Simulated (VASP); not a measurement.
# Al32C (a cell with a defect) in VASP: notebook

Al32C (a cell with a defect) is run at these levels: LDA; tasks: single point.

Everything below comes from runs of VASP 6.6.1. Logs are shortened: lines on timing, memory, paths and dates and some standing lists are left out, and cuts for length are marked.

## Step 1: The cell of the first run

The cell holds a defect, 33 atoms: a = 8.100 Å, b = 8.100 Å, c = 8.100 Å, α = 90.00°, β = 90.00°, γ = 90.00°.

## Step 2: Single point, LDA

INCAR

```
  PREC = Accurate
  ENCUT = 520
  EDIFF = 1E-6
  ISMEAR = 0
  SIGMA = 0.15
  LREAL = Auto
  LASPH = True
  NELM = 100
  ALGO = Normal
  ISIF = 2
  LWAVE = False
  LCHARG = False
  GGA = CA
  NBANDS = 72
```

KPOINTS

```
Automatic mesh
0
Gamma
  2 2 2
```

POSCAR

```
Al32C
1.0
    8.1000000000      0.0000000000      0.0000000000
    0.0000000000      8.1000000000      0.0000000000
    0.0000000000      0.0000000000      8.1000000000
Al C
32 1
Direct
    0.5105930864      0.0004443210      0.0003851852
    0.7500287654      0.2529295062      0.0002074074
    0.7500301235      0.0002316049      0.2528927160
   -0.0108929630      0.0004260494      0.0003692593
    0.2498681481      0.2611930864      0.0003532099
    0.5026086420      0.4998665432      0.0001319753
    0.7500475309      0.7475516049      0.0000935802
    0.2498670370      0.0004111111      0.2611374074
    0.5049871605      0.2549390123      0.2549524691
    0.7498712346      0.5004019753      0.2491813580
    0.5026054321      0.0001534568      0.4998853086
    0.7498714815      0.2492330864      0.5003466667
    0.7500465432      0.0001179012      0.7475232099
   -0.0027620988      0.4998858025      0.0001687654
    0.2498502469      0.7396803704      0.0003996296
   -0.0051469136      0.2551339506      0.2551403704
    0.2499262963      0.4999034568      0.2529024691
    0.5043602469      0.7455908642      0.2541377778
   -0.0027591358      0.0001959259      0.4999019753
    0.2499233333      0.2529364198      0.4999211111
    0.4986580247      0.5004138272      0.5003576543
    0.7498635802      0.7516924691      0.5003667901
    0.2498512346      0.0004579012      0.7396316049
    0.5044624691      0.2542323457      0.7455044444
    0.7498643210      0.5004220988      0.7516201235
   -0.0045343210      0.7453818519      0.2544402469
    0.0010424691      0.5004060494      0.5003507407
    0.2499660494      0.7475422222      0.4998703704
   -0.0046358025      0.2545279012      0.7453032099
    0.2499632099      0.4998524691      0.7475103704
    0.5035587654      0.7463069136      0.7463285185
   -0.0037316049      0.7460118519      0.7460275309
    0.2497743210      1.0006693827      0.0005861728
```

Potentials or basis: VASP PAW LDA potentials, release 64 (Al, C).

Started as:

```bash
cat potpaw_LDA.64/Al/POTCAR potpaw_LDA.64/C/POTCAR > POTCAR
mpirun -np 1 vasp_std > vasp.out
```

OUTCAR:

```text
PREC = Accurate
   ENCUT = 520
   EDIFF = 1E-6
   ISMEAR = 0
   LREAL = Auto
   LASPH = True
   NELM = 100
   ISIF = 2
   GGA = CA

 ion  position               nearest neighbor table
   1  0.511  0.000  0.000-  33 2.11   2 2.82   3 2.82  13 2.82   7 2.82  31 2.91  18 2.91  24 2.91
                             9 2.92   5 2.99   8 2.99  23 2.99  15 2.99
   2  0.750  0.253  0.000-   4 2.82   1 2.82  14 2.83   6 2.83  25 2.84  10 2.84  16 2.86   9 2.86
                            29 2.87  24 2.87   3 2.89  13 2.90
   3  0.750  0.000  0.253-   4 2.82   1 2.82  19 2.83  11 2.83  22 2.84  12 2.84  16 2.86   9 2.86
                            26 2.87  18 2.87   2 2.89   7 2.90
   4  0.989  0.000  0.000-  33 2.11   2 2.82   3 2.82  13 2.82   7 2.82  32 2.91  26 2.92  29 2.92
                            16 2.92  23 2.99  15 2.99   8 2.99   5 2.99
   5  0.250  0.261  0.000-  33 2.11  17 2.81  14 2.82   6 2.82  30 2.82  24 2.92  29 2.92   9 2.92
                            16 2.92  23 2.99   1 2.99   4 2.99   8 2.99
   6  0.503  0.500  0.000-   5 2.82  15 2.82   2 2.83   7 2.84  25 2.84  10 2.84  18 2.86   9 2.86
                            31 2.87  24 2.87  30 2.89  17 2.90
   7  0.750  0.748  0.000-   4 2.82   1 2.82  14 2.83   6 2.84  25 2.84  10 2.84  18 2.86  26 2.86
                            31 2.87  32 2.87  13 2.89   3 2.90
   8  0.250  0.000  0.261-  33 2.11  20 2.82  19 2.82  11 2.82  28 2.82  18 2.92  26 2.92   9 2.92
                            16 2.92  15 2.99   1 2.99   4 2.99   5 2.99
   9  0.505  0.255  0.255-  12 2.81  10 2.81  21 2.81  11 2.86   3 2.86   6 2.86   2 2.86  17 2.86
[... 32 lines left out ...]
                            27 2.88  12 2.88  21 2.88  22 2.88
  26  0.995  0.745  0.254-  10 2.81  27 2.81  22 2.82  14 2.86   7 2.86  28 2.86  17 2.86  19 2.87
                             3 2.87  15 2.91   4 2.92   8 2.92
  27  0.001  0.500  0.500-  16 2.81  29 2.81  26 2.81  32 2.81  28 2.84  30 2.84  17 2.84  20 2.84
                            10 2.88  12 2.88  25 2.88  22 2.88
  28  0.250  0.748  0.500-   8 2.82  23 2.82  17 2.83  30 2.84  21 2.84  27 2.84  32 2.86  26 2.86
                            31 2.86  18 2.86  11 2.89  19 2.89
  29  0.995  0.255  0.745-  12 2.81  27 2.81  25 2.81  19 2.86  13 2.86  30 2.86  20 2.86  14 2.87
                             2 2.87  23 2.91   4 2.92   5 2.92
  30  0.250  0.500  0.748-   5 2.82  15 2.82  20 2.83  28 2.84  21 2.84  27 2.84  32 2.86  29 2.86
                            31 2.86  24 2.86   6 2.89  14 2.89
  31  0.504  0.746  0.746-  21 2.82  25 2.82  22 2.82  30 2.86  28 2.86   6 2.87   7 2.87  11 2.87
                            13 2.87  15 2.91  23 2.91   1 2.91
  32  0.996  0.746  0.746-  27 2.81  25 2.82  22 2.82  30 2.86  28 2.86  14 2.87   7 2.87  19 2.87
                            13 2.87  15 2.91  23 2.91   4 2.91
  33  0.250  0.001  0.001-   5 2.11   8 2.11   4 2.11   1 2.11  23 2.11  15 2.11

  LATTYP: Found a simple cubic cell.
 ALAT       =     8.1000000000

  Lattice vectors:

 A1 = (   8.1000000000,   0.0000000000,   0.0000000000)
 A2 = (   0.0000000000,   8.1000000000,   0.0000000000)
 A3 = (   0.0000000000,   0.0000000000,   8.1000000000)

Analysis of symmetry for initial positions (statically):
[... 187 lines left out ...]
   IALGO  =     38    algorithm
   IMIX   =      4    mixing-type and parameters
     AMIX     =   0.40;   BMIX     =  1.00
     AMIX_MAG =   1.60;   BMIX_MAG =  1.00
  volume/ion in A,a.u.               =      16.10       108.68
  Fermi-wavevector in a.u.,A,eV,Ry     =   0.938116  1.772782 11.973962  0.880061
  Thomas-Fermi vector in A             =   2.065295
   LORBIT       =      0    0 simple, 1 ext, 2 COOP (PROOUT), +10 PAW based schemes
   GGA     = CA    functional components
   LHFCALC =     F    Hartree Fock is set to
   AEXX    =    0.0000 exact exchange contribution
   IVDW    =     0    specifies the selected vdW correction
   LEPSILON=     F    determine dielectric tensor
   LRPA    =     F    only Hartree local field effects (RPA)
 non-spin polarized calculation
 Gauss-broadening in eV      SIGMA  =   0.15
  energy-cutoff  :      520.00
  volume of cell :      531.44
 maximum number of plane-waves:     14400
   NGX = 31   NGY = 31   NGZ = 31

 number of electron     100.0000001 magnetization

 Free energy of the ion-electron system (eV)
  ---------------------------------------------------
  ext. energy  EPLUGINS =         0.00000000
  ---------------------------------------------------
  free energy    TOTEN  =      -143.17153797 eV

  energy without entropy =     -143.07621311  energy(sigma->0) =     -143.12387554

 E-fermi :   7.6495     XC(G=0): -10.3917

 val. band max:        7.5911672793   @ k =   0.0000   0.5000   0.0000
 cond. band min:       7.8759262590   @ k =   0.0000   0.5000   0.5000
 fundamental gap:      0.2847589797
 Fermi energy:         7.6495213115

 k-point     1 :       0.0000    0.0000    0.0000
  band No.  band energies     occupation
      1      -5.1278      2.00000
      2      -2.8984      2.00000
      3      -1.0978      2.00000
      4      -1.0976      2.00000
      5      -1.0975      2.00000
      6      -1.0460      2.00000
[... 509 lines left out ...]
     61      11.1379      0.00000
     62      11.1380      0.00000
 [bands above 62 left out]

------------------------ aborting loop because EDIFF is reached ----------------------------------------

  FORCE on cell =-STRESS in cart. coord.  units (eV):
  Direction    XX          YY          ZZ          XY          YZ          ZX
  --------------------------------------------------------------------------------------
  -------------------------------------------------------------------------------------
  Total      -12.0976234    -12.0961754    -12.0981923     -0.0038862      0.0082243     -0.0027017
  in kB      -36.4716646    -36.4672992    -36.4733797     -0.0117161      0.0247945     -0.0081449
  external PRESSURE =     -36.4707812 kB  Pullay stress =       0.0000000 kB

 VOLUME and BASIS-vectors are now :
 -----------------------------------------------------------------------------
  energy-cutoff  :      520.00
  volume of cell :      531.44
      direct lattice vectors                 reciprocal lattice vectors
     8.100000000  0.000000000  0.000000000     0.123456790  0.000000000  0.000000000
     0.000000000  8.100000000  0.000000000     0.000000000  0.123456790  0.000000000
     0.000000000  0.000000000  8.100000000     0.000000000  0.000000000  0.123456790

 POSITION                                       TOTAL-FORCE (eV/Angst)
 -----------------------------------------------------------------------------------
      4.13580      0.00360      0.00312         0.007211     -0.003095     -0.002962
      6.07523      2.04873      0.00168        -0.001890     -0.001185     -0.002592
      6.07524      0.00188      2.04843        -0.002078     -0.002867     -0.001212
      8.01177      0.00345      0.00299        -0.007465     -0.002219     -0.001620
      2.02393      2.11566      0.00286         0.001006      0.007782     -0.002344
      4.07113      4.04892      0.00107        -0.001328      0.006412     -0.001252
[... 25 lines left out ...]
      8.06977      6.04270      6.04282        -0.023349     -0.011506     -0.012539
      2.02317      0.00542      0.00475        -0.001772      0.002126      0.003212
 -----------------------------------------------------------------------------------
    total drift:                                0.001498     -0.004857     -0.003992

  FREE ENERGIE OF THE ION-ELECTRON SYSTEM (eV)
  ---------------------------------------------------
  free  energy   TOTEN  =      -143.1715379720 eV

  energy  without entropy=     -143.0762131101  energy(sigma->0) =     -143.12387554
```

stdout:

```text
POSCAR found type information on POSCAR AlC
 POSCAR found :  2 types and      33 ions
 scaLAPACK will be used
 LDA part: xc-table for (Slater(with rela. corr.)+CA(PZ))
 , standard interpolation
 POSCAR, INCAR and KPOINTS ok, starting setup
 FFT: planning ... GRIDC
 FFT: planning ... GRID_SOFT
 FFT: planning ... GRID
 WAVECAR not read
 entering main loop
```

Run time: 3.1 min. Hardware: 1 thread of Intel Xeon 6975P-C (Granite Rapids), shared host; peak memory 0.48 GiB.

Results:

```yaml
Free_energy: -143.1715 eV
Pressure: -3.6 GPa
Largest_force: 0.038 eV/Å
Band_gap_on_the_k_mesh: zero (band 50 reaches 8.00 eV, above the bottom of band 51 at 7.10 eV)
```

Forces in eV/Å, atoms in the order of the input:
```
Al   0.007 -0.003 -0.003
Al  -0.002 -0.001 -0.003
Al  -0.002 -0.003 -0.001
Al  -0.007 -0.002 -0.002
Al   0.001  0.008 -0.002
Al  -0.001  0.006 -0.001
Al  -0.002  0.002 -0.001
Al   0.001 -0.002  0.008
Al  -0.012 -0.003 -0.004
Al  -0.001  0.002 -0.006
Al  -0.002 -0.002  0.006
Al  -0.001 -0.007  0.002
Al  -0.002 -0.001  0.002
Al   0.001  0.006 -0.002
Al   0.001 -0.007 -0.003
Al   0.012 -0.008 -0.009
Al   0.001  0.006 -0.002
Al   0.005  0.000  0.016
Al   0.001 -0.003  0.005
Al   0.001 -0.002  0.005
Al  -0.001  0.004  0.003
Al  -0.001 -0.004  0.003
Al   0.001 -0.003 -0.007
Al   0.003  0.014  0.001
Al  -0.001  0.004 -0.002
Al  -0.004  0.006  0.009
Al   0.004  0.003  0.003
Al   0.000  0.002  0.006
Al  -0.002  0.007  0.007
Al   0.000  0.007  0.002
Al   0.026 -0.019 -0.020
Al  -0.023 -0.012 -0.013
C   -0.002  0.002  0.003
```

Caveat: the k points lie up to 0.39 Å⁻¹ apart.

## Step 3: Single point, LDA

INCAR

```
ALGO = Normal
EDIFF = 1E-6
ENCUT = 520
GGA = CA
ISIF = 2
ISMEAR = 0
LASPH = True
LCHARG = False
LREAL = Auto
LWAVE = False
NBANDS = 72
NELM = 60
PREC = Accurate
SIGMA = 0.15
```

KPOINTS

```
k-points
0
Gamma
  2 2 2
```

POSCAR

```
Al32C
1.0
    8.1000000000      0.0000000000      0.0000000000
    0.0000000000      8.1000000000      0.0000000000
    0.0000000000      0.0000000000      8.1000000000
Al C
32 1
Direct
    0.5002304938      0.0107196296     -0.0000785185
    0.7527009877      0.2500450617     -0.0000235802
    0.7544885185      0.0045676543      0.2545679012
   -0.0001385185      0.0026317284     -0.0000195062
    0.2474061728      0.2500458025     -0.0000174074
    0.5002216049      0.4892165432     -0.0000755556
    0.7608507407      0.7499301235     -0.0000722222
    0.2457939506      0.0041659259      0.2541664198
    0.5000585185      0.2500455556      0.2526274074
    0.7546172840      0.4953432099      0.2546853086
    0.5000586420      0.0026287654      0.5000470370
    0.7489681481      0.2499386420      0.4999355556
    0.7546224691      0.0046898765      0.7453392593
   -0.0001376543      0.4973333333     -0.0000214815
    0.2393396296      0.7499212346     -0.0000813580
    0.0001951852      0.2499360494      0.2487374074
    0.2456598765      0.4957396296      0.2543058025
    0.5002306173      0.7499239506      0.2607181481
    0.0001951852     -0.0012598765      0.4999328395
    0.2513843210      0.2499346914      0.4999314815
    0.5000645679      0.4973360494      0.5000466667
    0.7527012346      0.7499766667      0.5000464198
    0.2456545679      0.0043108642      0.7457351852
    0.5000646914      0.2500453086      0.7473359259
    0.7547434568      0.4952229630      0.7452238272
   -0.0001385185      0.7499806173      0.2526306173
    0.0001912346      0.5011440741      0.4999341975
    0.2474059259      0.7499825926      0.5000472840
    0.0001911111      0.2499374074      0.7511420988
    0.2455277778      0.4955962963      0.7455975309
    0.5002213580      0.7499269136      0.7392149383
   -0.0001376543      0.7499786420      0.7473329630
    0.5001876543      0.7499376543     -0.0000654321
```

Potentials or basis: VASP PAW LDA potentials, release 64 (Al, C).

Started as:

```bash
cat potpaw_LDA.64/Al/POTCAR potpaw_LDA.64/C/POTCAR > POTCAR
mpirun -np 1 vasp_std > vasp.out
```

Run time: 2.4 min. Hardware: 1 thread of Intel Xeon 6975P-C (Granite Rapids), shared host; peak memory 0.44 GiB.

It converged, with:

```yaml
Free_energy: -143.1720 eV
Pressure: -3.7 GPa
Largest_force: 0.017 eV/Å
Band_gap_on_the_k_mesh: zero (band 50 reaches 8.00 eV, above the bottom of band 51 at 7.11 eV)
```

Forces in eV/Å, atoms in the order of the input:
```
Al  -0.003  0.005  0.001
Al   0.002 -0.002  0.001
Al   0.004  0.001  0.001
Al   0.004  0.000  0.000
Al   0.000 -0.001  0.000
Al  -0.003 -0.006  0.001
Al   0.007  0.001  0.001
Al  -0.008  0.011  0.011
Al  -0.001 -0.002  0.001
Al   0.002  0.001 -0.003
Al  -0.001  0.001 -0.002
Al  -0.005  0.000  0.000
Al   0.002 -0.003  0.001
Al   0.005 -0.001  0.001
Al  -0.005  0.001  0.001
Al   0.001  0.000 -0.003
Al  -0.005 -0.010  0.007
Al  -0.003  0.001  0.005
Al   0.001 -0.003  0.000
Al   0.002 -0.001 -0.001
Al  -0.002 -0.001 -0.002
Al   0.002  0.001 -0.002
Al  -0.005  0.007 -0.010
Al  -0.002 -0.002 -0.001
Al  -0.003  0.004  0.004
Al   0.004  0.000  0.000
Al   0.001  0.004  0.000
Al   0.000  0.000 -0.001
Al   0.001  0.000  0.004
Al  -0.002 -0.006 -0.006
Al  -0.003  0.001 -0.006
Al   0.005  0.001 -0.001
C    0.007 -0.002 -0.002
```

Levels at points of the mesh, in eV from the Fermi level:
```
           k point  band 47  band 48  band 49  band 50  band 51  band 52  band 53  band 54
(0.00, 0.00, 0.00)     0.31     0.31     0.35     0.35     0.35     0.41     0.41     0.41
(0.50, 0.00, 0.00)    -0.18    -0.17    -0.17    -0.12    -0.11    -0.06     0.45     0.49
(0.00, 0.50, 0.00)    -0.18    -0.17    -0.17    -0.12    -0.11    -0.06     0.45     0.49
(0.50, 0.50, 0.00)    -0.62    -0.31     0.23     0.23     0.25     0.57     1.00     1.00
(0.00, 0.50, 0.50)    -0.62    -0.31     0.23     0.23     0.25     0.57     1.00     1.00
(0.50, 0.50, 0.50)    -0.58    -0.55    -0.55    -0.54    -0.54    -0.54    -0.48    -0.47
```

Caveat: the k points lie up to 0.39 Å⁻¹ apart.
